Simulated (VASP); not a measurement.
**GaN: single point with PBE**

GaN:

```
CELL_PARAMETERS angstrom
0.00000 2.10852 2.10852
2.10852 0.00000 2.10852
2.10852 2.10852 0.00000
ATOMIC_POSITIONS crystal
Ga 0.50000 0.50000 0.50000
N 0.00000 0.00000 0.00000
```

```yaml
Program: VASP 6.6.1
Task: single point
Functional: PBE
Potentials_or_basis: VASP PAW PBE potentials, release 64 (Ga_d, N)
Cutoff: 600 eV
k_mesh: 8 × 8 × 8
Occupations: gaussian, width 0.001 eV
Spin: no spin polarisation
```

* Pressure: 8.9 GPa
* Band gap on the k mesh: 0.65 eV, indirect (least direct gap 2.83 eV)

Levels at points of the mesh, in eV from the valence-band top:
```tsv
k point	band 7	band 8	band 9	band 10	band 11	band 12
(0.00, 0.00, 0.00)	-0.50	-0.50	-0.50	2.33	14.78	14.78
(0.50, 0.00, 0.00)	-8.27	-0.15	-0.15	4.74	9.15	9.15
(0.50, 0.50, 0.00)	-7.16	-3.05	-3.05	0.65	7.85	12.01
```

Run time: 11 s on 1 thread of Intel(R) Xeon(R) Platinum 8259CL CPU @ 2.50GHz (Skylake/Cascade Lake), on a shared host, peak memory 0.14 GiB.

A k mesh can miss the band edges.
